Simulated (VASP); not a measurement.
A run of VASP 6.6.1 is set up as follows.

Contents of INCAR:

```
ALGO = Normal
EDIFF = 1E-6
ENCUT = 520
GGA = PE
ISIF = 2
ISMEAR = -1
LASPH = True
LCHARG = False
LREAL = False
LWAVE = False
NBANDS = 15
NELM = 100
PREC = Accurate
SIGMA = 0.02
```

File KPOINTS:

```
k-points
0
Gamma
  6 6 6
```

Contents of POSCAR:

```
KI
1.0
    0.0000000000      3.5591710221      3.5378454877
    3.5591710221      0.0000000000      3.5378454877
    3.5591710221      3.5591710221      0.0000000000
K I
1 1
Direct
    0.0000000000      0.0000000000      0.0000000000
    0.5000000000      0.5000000000      0.5000000000
```

Potentials or basis: VASP PAW PBE potentials, release 64 (K_sv, I).

Command:

```console
$ cat potpaw_PBE.64/K_sv/POTCAR potpaw_PBE.64/I/POTCAR > POTCAR
$ mpirun -np 1 vasp_std > vasp.out
```

(1) Estimate the band gap on the k mesh.

(2) Predict the pressure.

## Answers

(1) 3.92 eV, direct.

(2) 0.4 GPa.

Caveat: the cell differs from its parent crystal (epitaxial xy strain +0.4%); spin-orbit coupling is left out, which moves the levels of the heavy elements.
